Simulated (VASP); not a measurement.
A run of VASP 6.6.1:

The input INCAR:

```
SYSTEM = SiO2
PREC = Accurate
ENCUT = 520
EDIFF = 1E-6
ISMEAR = 0
SIGMA = 0.02
LREAL = .FALSE.
LASPH = .TRUE.
NELM = 80
ALGO = Normal
ISIF = 2
LWAVE = .FALSE.
LCHARG = .TRUE.
GGA = PE
LELF = .TRUE.
LVHAR = .TRUE.
NBANDS = 25
```

File KPOINTS:

```
Automatic mesh
0
G
  6 6 8
  0 0 0
```

Contents of POSCAR:

```
SiO2
1.0
    4.0316219511      0.0000000000      0.0000000000
    0.0000000000      4.0316219511      0.0000000000
    0.0000000000      0.0000000000      2.6137971915
Si O
2 4
Direct
    0.0000000000      0.0000000000      0.0000000000
    0.5000000000      0.5000000000      0.5000000000
    0.3027360067      0.3027360067      0.0000000000
    0.1972639933      0.8027360067      0.5000000000
    0.6972639933      0.6972639933      0.0000000000
    0.8027360067      0.1972639933      0.5000000000
```

Potentials or basis: VASP PAW PBE potentials, release 64 (Si, O).

Launch:

```bash
$ cat potpaw_PBE.64/Si/POTCAR potpaw_PBE.64/O/POTCAR > POTCAR
$ mpirun -np 1 vasp_std > vasp.out
```

Hardware: 1 thread of Intel Xeon 8259CL, with other jobs on the host.

Task: How long does it take, and how much memory?

Result: It took 110 s on 1 thread of Intel Xeon 8259CL, with other jobs on the host, peak memory 0.17 GiB. Counts: scf iterations 12, k points 50.
